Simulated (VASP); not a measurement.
# GaOs4 in VASP: a series of runs

Runs on GaOs4. Level: PBE. Tasks: relaxation of cell and atoms, single point.

Everything below comes from runs of VASP 6.6.1. Logs are shortened: lines on timing, memory, paths and dates and some standing lists are left out, and cuts for length are marked.

## (1) The cell of the first run

Symmetry: Cmmm, No. 65, orthorhombic system. Conventional cell: a = 7.779 Å, b = 7.807 Å, c = 2.713 Å, α = 90.00°, β = 90.00°, γ = 90.00°. Ga (site symmetry mmm) has 6 Os at 2.48 to 2.61 Å and 2 Ga at 2.71 Å within 3.3 Å. Os (site symmetry m2m) has 7 Os at 2.58 to 3.35 Å and 2 Ga at 2.61 Å within 3.4 Å. Within 3.3 Å of Os (site symmetry 2mm) lie 1 Ga at 2.48 Å and 7 Os at 2.58 to 2.82 Å.

The cell was generated, and may not be a known phase.

## (2) Relaxation of cell and atoms, PBE

INCAR

```
ALGO = Fast
EDIFF = 1E-6
EDIFFG = -0.01
ENCUT = 600
GGA = PE
IBRION = 2
ISIF = 3
ISMEAR = 0
LASPH = True
LCHARG = False
LREAL = False
LWAVE = False
NELM = 60
NSW = 100
PREC = Accurate
SIGMA = 0.1
```

KPOINTS

```
k-points
0
Gamma
  6 6 12
```

POSCAR

```
GaOs4
1.0
    3.8892545209     -3.9033345452      0.0000000000
    3.8892545209      3.9033345452      0.0000000000
    0.0000000000      0.0000000000      2.7125270418
Ga Os
1 4
Direct
    0.0000000000      0.0000000000      0.5000000000
    0.2853163508      0.7146836492      0.0000000000
    0.7146836492      0.2853163508      0.0000000000
    0.6815274459      0.6815274459      0.5000000000
    0.3184725541      0.3184725541      0.5000000000
```

Potentials or basis: VASP PAW PBE potentials, release 64 (Ga_d, Os).

Run with:

```
> cat potpaw_PBE.64/Ga_d/POTCAR potpaw_PBE.64/Os/POTCAR > POTCAR
> mpirun -np 1 vasp_std > vasp.out
```

OUTCAR:

```text
EDIFF = 1E-6
   EDIFFG = -0.01
   ENCUT = 600
   GGA = PE
   IBRION = 2
   ISIF = 3
   ISMEAR = 0
   LASPH = True
   LREAL = False
   NELM = 60
   NSW = 100
   PREC = Accurate

 ion  position               nearest neighbor table
   1  0.000  0.000  0.500-   4 2.48   5 2.48   2 2.61   3 2.61   2 2.61   3 2.61
   2  0.285  0.715  0.000-   4 2.58   5 2.58   4 2.58   5 2.58   1 2.61   1 2.61   3 3.35
   3  0.715  0.285  0.000-   4 2.58   5 2.58   4 2.58   5 2.58   1 2.61   1 2.61   2 3.35
   4  0.682  0.682  0.500-   1 2.48   2 2.58   3 2.58   2 2.58   3 2.58   5 2.82
   5  0.318  0.318  0.500-   1 2.48   2 2.58   3 2.58   2 2.58   3 2.58   4 2.82

  LATTYP: Found a base centered orthorhombic cell.
 ALAT       =     7.7785090418
 B/A-ratio  =     1.0036202373
 C/A-ratio  =     0.3487206902

  Lattice vectors:

 A1 = (   3.8892545209,  -3.9033345452,   0.0000000000)
 A2 = (   3.8892545209,   3.9033345452,   0.0000000000)
 A3 = (   0.0000000000,   0.0000000000,   2.7125270418)

Analysis of symmetry for initial positions (statically):
=====================================================================
 Subroutine PRICEL returns:
 Original cell was already a primitive cell.

 Routine SETGRP: Setting up the symmetry group for a
 base centered orthorhombic supercell.

 Subroutine GETGRP returns: Found  8 space group operations
 (whereof  8 operations were pure point group operations)
 out of a pool of  8 trial point group operations.

The static configuration has the point symmetry D_2h.

Analysis of symmetry for dynamics (positions and initial velocities):
=====================================================================
 Subroutine PRICEL returns:
 Original cell was already a primitive cell.

 Routine SETGRP: Setting up the symmetry group for a
 base centered orthorhombic supercell.

 Subroutine GETGRP returns: Found  8 space group operations
 (whereof  8 operations were pure point group operations)
 out of a pool of  8 trial point group operations.

The dynamic configuration has the point symmetry D_2h.

 Subroutine INISYM returns: Found  8 space group operations
 (whereof  8 operations are pure point group operations),
 and found     1 'primitive' translations

----------------------------------------------------------------------------------------

                                     Primitive cell

  volume of cell :      82.3581

  direct lattice vectors                    reciprocal lattice vectors
     3.889254521 -3.903334545  0.000000000     0.128559341 -0.128095605  0.000000000
     3.889254521  3.903334545  0.000000000     0.128559341  0.128095605  0.000000000
     0.000000000  0.000000000  2.712527042     0.000000000  0.000000000  0.368659919

  length of vectors
     5.510201566  5.510201566  2.712527042     0.181482749  0.181482749  0.368659919

  position of ions in fractional coordinates (direct lattice)
     0.000000000  0.000000000  0.500000000
     0.285316351  0.714683649  0.000000000
     0.714683649  0.285316351  0.000000000
     0.681527446  0.681527446  0.500000000
     0.318472554  0.318472554  0.500000000

  ion indices of the primitive-cell ions
   primitive index   ion index
                 1           1
                 2           2
                 3           3
                 4           4
                 5           5

----------------------------------------------------------------------------------------

 KPOINTS: k-points

Automatic generation of k-mesh.
 Grid dimensions read from file:
 generate k-points for:    6    6   12

 Generating k-lattice:

  Cartesian coordinates                     Fractional coordinates (reciprocal lattice)
     0.021426557 -0.021349267  0.000000000     0.166666667 -0.000000000  0.000000000
     0.021426557  0.021349267  0.000000000    -0.000000000  0.166666667  0.000000000
     0.000000000  0.000000000  0.030721660     0.000000000  0.000000000  0.083333333

  Length of vectors
     0.030247125  0.030247125  0.030721660

  Shift w.r.t. Gamma in fractional coordinates (k-lattice)
     0.000000000  0.000000000  0.000000000

 Subroutine IBZKPT returns following result:
 ===========================================

 Found     91 irreducible k-points:

 Following reciprocal coordinates:
            Coordinates               Weight
  0.000000  0.000000  0.000000      1.000000
  0.166667 -0.000000  0.000000      4.000000
  0.333333 -0.000000  0.000000      4.000000
  0.500000  0.000000  0.000000      2.000000
  0.166667  0.166667  0.000000      2.000000
  0.333333  0.166667  0.000000      4.000000
[... 16 lines left out ...]
  0.333333  0.333333  0.083333      4.000000
  0.500000  0.333333  0.083333      8.000000
 [... further k-points ...]
   k-points           NKPTS =     91   k-points in BZ     NKDIM =     91   number of bands    NBANDS=     27
   number of dos      NEDOS =    301   number of ions     NIONS =      5
   total plane-waves  NPLWV =  55296
   dimension x,y,z NGX =    48 NGY =   48 NGZ =   24
   dimension x,y,z NGXF=    96 NGYF=   96 NGZF=   48
   ions per type =               1   4
   NGX,Y,Z   is equivalent  to a cutoff of  14.48, 14.48, 14.71 a.u.
   NGXF,Y,Z  is equivalent  to a cutoff of  28.96, 28.96, 29.42 a.u.
 SYSTEM =  unknown system
   PREC   = accura    normal or accurate (medium, high low for compatibility)
   ISTART =      0    job   : 0-new  1-cont  2-samecut
   ICHARG =      2    charge: 1-file 2-atom 10-const
   ISPIN  =      1    spin polarized calculation?
   LNONCOLLINEAR =      F non collinear calculations
   LSORBIT =      F    spin-orbit coupling
   LASPH  =      T    aspherical Exc in radial PAW
   ENCUT  =  600.0 eV  44.10 Ry    6.64 a.u.  11.01 11.01  5.42*2*pi/ulx,y,z
   NELM   =     60;   NELMIN=  2; NELMDL= -5     # of ELM steps
   EDIFF  = 0.1E-05   stopping-criterion for ELM
   LREAL  =      F    real-space projection
   EDIFFG = -.1E-01   stopping-criterion for IOM
   NSW    =    100    number of steps for IOM
   IBRION =      2    ionic relax: 0-MD 1-quasi-New 2-CG
   NFREE  =      1    steps in history (QN), initial steepest desc. (CG)
   ISIF   =      3    stress and relaxation
   ISYM   =      2    0-nonsym 1-usesym 2-fastsym
   POTIM  = 0.5000    time-step for ionic-motion
   TEBEG  =    0.0;   TEEND  =   0.0 temperature during run
   PSTRESS=    0.0 pullay stress
   NELECT =      45.0000    total number of electrons
   NUPDOWN=      -1.0000    fix difference up-down
   EMIN   =  10.00;   EMAX   =-10.00  energy-range for DOS
   EFERMI =   0.00;   METHOD = LEGACY
   ISMEAR =     0;   SIGMA  =   0.10  broadening in eV -4-tet -1-fermi 0-gaus
   EFERMI_NEDOS =   21; number of points for ismear=-14 and -15
   IALGO  =     68    algorithm
   IMIX   =      4    mixing-type and parameters
     AMIX     =   0.40;   BMIX     =  1.00
     AMIX_MAG =   1.60;   BMIX_MAG =  1.00
  volume/ion in A,a.u.               =      16.47       111.16
  Fermi-wavevector in a.u.,A,eV,Ry     =   1.338372  2.529157 24.371304  1.791240
  Thomas-Fermi vector in A             =   2.466848
   LORBIT       =      0    0 simple, 1 ext, 2 COOP (PROOUT), +10 PAW based schemes
   GGA     = PE    functional components
   LHFCALC =     F    Hartree Fock is set to
   AEXX    =    0.0000 exact exchange contribution
   IVDW    =     0    specifies the selected vdW correction
   LEPSILON=     F    determine dielectric tensor
   LRPA    =     F    only Hartree local field effects (RPA)
 conjugate gradient relaxation of ions
 non-spin polarized calculation
 RMM-DIIS sequential band-by-band and
 Gauss-broadening in eV      SIGMA  =   0.10
  energy-cutoff  :      600.00
  volume of cell :       82.36
 maximum number of plane-waves:      2776
 NGX is ok and might be reduce to    48
   NGX = 23   NGY = 23   NGZ = 11

--------------------------------------- Ionic step        1  -------------------------------------------

 number of electron      45.0000007 magnetization

 Free energy of the ion-electron system (eV)
  ---------------------------------------------------
  ext. energy  EPLUGINS =         0.00000000
  ---------------------------------------------------
  free energy    TOTEN  =       -44.39352843 eV

  energy without entropy =      -44.37265106  energy(sigma->0) =      -44.38308974

------------------------ aborting loop because EDIFF is reached ----------------------------------------

  FORCE on cell =-STRESS in cart. coord.  units (eV):
  Direction    XX          YY          ZZ          XY          YZ          ZX
  --------------------------------------------------------------------------------------
  -------------------------------------------------------------------------------------
  Total       -0.1747919     -0.3692834      1.3465385      0.0000000      0.0000000      0.0000000
  in kB       -3.4003665     -7.1839643     26.1952866      0.0000000      0.0000000      0.0000000
  external PRESSURE =       5.2036519 kB  Pullay stress =       0.0000000 kB
[... 98 lines left out ...]
  FREE ENERGIE OF THE ION-ELECTRON SYSTEM (eV)
  ---------------------------------------------------
  free  energy   TOTEN  =       -44.3986122428 eV

  energy  without entropy=      -44.3779784286  energy(sigma->0) =      -44.38829534

[... ionic steps 4 to 24 ...]

--------------------------------------- Ionic step       25  -------------------------------------------

 number of electron      45.0000006 magnetization

------------------------ aborting loop because EDIFF is reached ----------------------------------------

  FORCE on cell =-STRESS in cart. coord.  units (eV):
  Direction    XX          YY          ZZ          XY          YZ          ZX
  --------------------------------------------------------------------------------------
  -------------------------------------------------------------------------------------
  Total        0.0048074      0.0232353      0.0359403      0.0000000      0.0000000      0.0000000
  in kB        0.0932763      0.4508297      0.6973414      0.0000000      0.0000000      0.0000000
  external PRESSURE =       0.4138158 kB  Pullay stress =       0.0000000 kB
[... 63 lines left out ...]
  energy  without entropy=      -44.4015514048  energy(sigma->0) =      -44.40717876

--------------------------------------- Ionic step       27  -------------------------------------------

 number of electron      45.0000006 magnetization

 Free energy of the ion-electron system (eV)
  ---------------------------------------------------
  ext. energy  EPLUGINS =         0.00000000
  ---------------------------------------------------
  free energy    TOTEN  =       -44.41282318 eV

  energy without entropy =      -44.40159472  energy(sigma->0) =      -44.40720895

 E-fermi :   6.9999     XC(G=0): -12.6414

 val. band max:        6.9925183557   @ k =   0.1667  -0.0000   0.0833
 cond. band min:       7.0025042571   @ k =   0.5000   0.1667   0.0000
 fundamental gap:      0.0099859013
 Fermi energy:         6.9998891880

 k-point     1 :       0.0000    0.0000    0.0000
  band No.  band energies     occupation
      1      -7.6688      2.00000
      2      -7.4490      2.00000
      3      -7.3665      2.00000
      4      -7.3267      2.00000
      5      -7.2813      2.00000
      6      -3.4689      2.00000
[... 709 lines left out ...]
     26       8.2114      0.00000
     27       8.4073      0.00000

 [... further k-points ...]

------------------------ aborting loop because EDIFF is reached ----------------------------------------

  FORCE on cell =-STRESS in cart. coord.  units (eV):
  Direction    XX          YY          ZZ          XY          YZ          ZX
  --------------------------------------------------------------------------------------
  -------------------------------------------------------------------------------------
  Total       -0.0169244      0.0088232     -0.0026707      0.0000000      0.0000000      0.0000000
  in kB       -0.3282443      0.1711247     -0.0517981      0.0000000      0.0000000      0.0000000
  external PRESSURE =      -0.0696392 kB  Pullay stress =       0.0000000 kB
[... 20 lines left out ...]
  FREE ENERGIE OF THE ION-ELECTRON SYSTEM (eV)
  ---------------------------------------------------
  free  energy   TOTEN  =       -44.4128231791 eV

  energy  without entropy=      -44.4015947184  energy(sigma->0) =      -44.40720895

 reached required accuracy - stopping structural energy minimisation
```

It took 42 min on 1 thread of Intel Xeon 6975P-C (Granite Rapids), shared host; peak memory 0.42 GiB.

Results:

- Free energy: -44.4128 eV
- Relaxed volume: 16.52 Å³/atom
- Relaxed cell: a = 5.514 Å, b = 5.514 Å, c = 2.725 Å, α = 90.00°, β = 90.00°, γ = 85.62°
- Space group after relaxing (to 0.1 Å): Cmmm (No. 65)
- Energy gained by relaxing: 3.9 meV/atom
- Ionic steps: 27
- Pressure after relaxing: 0.0 GPa
- Largest force after relaxing: 0.004 eV/Å
- Band gap on the k mesh: zero (an odd number of electrons rules out a gap without spin polarisation)

Forces in eV/Å, atoms in the order of the input:
```
Ga   0.000  0.000  0.000
Os   0.000  0.004  0.000
Os   0.000 -0.004  0.000
Os  -0.002  0.000  0.000
Os   0.002  0.000  0.000
```

The path:
| step | energy change (eV) | largest force (eV/Å) | pressure (GPa) | volume (Å³) |
| --- | --- | --- | --- | --- |
| 1 | 0.0000 | 0.2086 | 0.52 | 82.36 |
| 2 | 0.0028 | 0.1161 | -1.26 | 82.99 |
| 3 | -0.0051 | 0.1018 | -0.31 | 82.64 |
| 4 | -0.0055 | 0.1614 | 0.83 | 82.36 |
| 5 | -0.0057 | 0.1162 | 0.38 | 82.47 |
| 6 | -0.0066 | 0.1021 | 0.33 | 82.50 |
| 7 | -0.0085 | 0.0669 | 0.15 | 82.58 |
| 8 | -0.0104 | 0.0208 | -0.20 | 82.75 |
| 9 | -0.0109 | 0.0379 | -0.38 | 82.83 |
| 10 | -0.0120 | 0.0418 | -0.05 | 82.74 |
| 11 | -0.0141 | 0.1214 | 0.91 | 82.45 |
| 12 | -0.0143 | 0.1550 | 1.29 | 82.34 |
| 13 | -0.0146 | 0.1535 | 1.29 | 82.33 |
| 14 | -0.0154 | 0.1499 | 1.29 | 82.32 |
| 15 | -0.0166 | 0.1444 | 1.27 | 82.29 |
| 16 | -0.0172 | 0.1358 | 1.22 | 82.23 |
| 17 | -0.0183 | 0.0887 | 0.77 | 82.35 |
| 18 | -0.0191 | 0.0232 | -0.04 | 82.58 |
| 19 | -0.0191 | 0.0268 | -0.09 | 82.59 |
| 20 | -0.0192 | 0.0239 | -0.04 | 82.58 |
| 21 | -0.0193 | 0.0196 | 0.03 | 82.58 |
| 22 | -0.0193 | 0.0208 | 0.04 | 82.58 |
| 23 | -0.0193 | 0.0201 | 0.06 | 82.57 |
| 24 | -0.0193 | 0.0204 | 0.05 | 82.57 |
| 25 | -0.0193 | 0.0210 | 0.04 | 82.57 |
| 26 | -0.0193 | 0.0156 | 0.03 | 82.58 |
| 27 | -0.0193 | 0.0040 | -0.01 | 82.61 |

Final structure:
```
CELL_PARAMETERS angstrom
4.04488 -3.74699 0.00000
4.04488 3.74699 0.00000
0.00000 0.00000 2.72526
ATOMIC_POSITIONS crystal
Ga 0.00000 0.00000 0.50000
Os 0.29538 0.70462 0.00000
Os 0.70462 0.29538 0.00000
Os 0.69150 0.69150 0.50000
Os 0.30850 0.30850 0.50000
```

Levels at points of the mesh, in eV from the Fermi level:
| k point | band 20 | band 21 | band 22 | band 23 | band 24 | band 25 | band 26 | band 27 |
| --- | --- | --- | --- | --- | --- | --- | --- | --- |
| (0.00, 0.00, 0.00) | -1.42 | -1.35 | -0.64 | 0.37 | 0.77 | 1.14 | 1.32 | 1.74 |
| (0.50, 0.00, 0.00) | -1.50 | -1.22 | -0.87 | -0.43 | 0.35 | 1.04 | 1.69 | 1.83 |
| (0.50, 0.50, 0.00) | -1.44 | -1.44 | -1.40 | -1.25 | -1.24 | 1.22 | 1.28 | 1.32 |
| (0.00, 0.00, 0.50) | -1.63 | -0.82 | -0.70 | -0.32 | 1.02 | 1.09 | 3.09 | 3.56 |
| (0.50, 0.00, 0.50) | -0.36 | -0.17 | 0.86 | 0.99 | 1.47 | 1.49 | 2.09 | 2.98 |
| (0.50, 0.50, 0.50) | -0.42 | -0.04 | 0.38 | 0.78 | 1.14 | 1.30 | 1.50 | 1.80 |

Caveat: spin-orbit coupling is left out, which moves the levels of the heavy elements.

## (3) Single point, PBE

INCAR

```
SYSTEM = GaOs4
PREC = Accurate ; ENCUT = 520
EDIFF = 1E-7 ; ISMEAR = 0
SIGMA = 0.2 ; LREAL = .FALSE.
LASPH = .TRUE. ; NELM = 60
ALGO = Normal ; ISIF = 2
LWAVE = .FALSE. ; LCHARG = .FALSE.
GGA = PE ; NBANDS = 30
```

KPOINTS

```
Automatic mesh
0
G
  3 3 5
  0 0 0
```

POSCAR is that of step 2.

Potentials or basis: VASP PAW PBE potentials, release 64 (Ga_d, Os).

Run with:

```
> cat potpaw_PBE.64/Ga_d/POTCAR potpaw_PBE.64/Os/POTCAR > POTCAR
> mpirun -np 1 vasp_std > vasp.out
```

It took 20 s on 1 thread of AMD EPYC 9R45 (Zen 5), shared host; peak memory 0.16 GiB.

It converged, with:

* Free energy: -44.4379 eV
* Pressure: 0.3 GPa
* Largest force: 0.033 eV/Å
* Band gap on the k mesh: zero (an odd number of electrons rules out a gap without spin polarisation)

Forces on the atoms (eV/Å):
```
Ga   0.000  0.000  0.000
Os   0.000 -0.033  0.000
Os   0.000  0.033  0.000
Os   0.028  0.000  0.000
Os  -0.028  0.000  0.000
```

Stress tensor (GPa, compression positive):
```
0.68 0.00 0.00
0.00 0.13 0.00
0.00 0.00 0.04
```

Levels at points of the mesh, in eV from the Fermi level:
```
           k point  band 19  band 20  band 21  band 22  band 23  band 24  band 25  band 26
(0.00, 0.00, 0.00)    -1.80    -1.56    -0.90    -0.80     0.00     0.14     1.24     1.48
```

Caveat: the k points lie up to 0.46 Å⁻¹ apart, too coarse for converged energies and pressures of a metal; spin-orbit coupling is left out, which moves the levels of the heavy elements.

(Part 1 of 2 ends here.)

The gap in the log of VASP goes by the Fermi energy; the results here count the filled bands.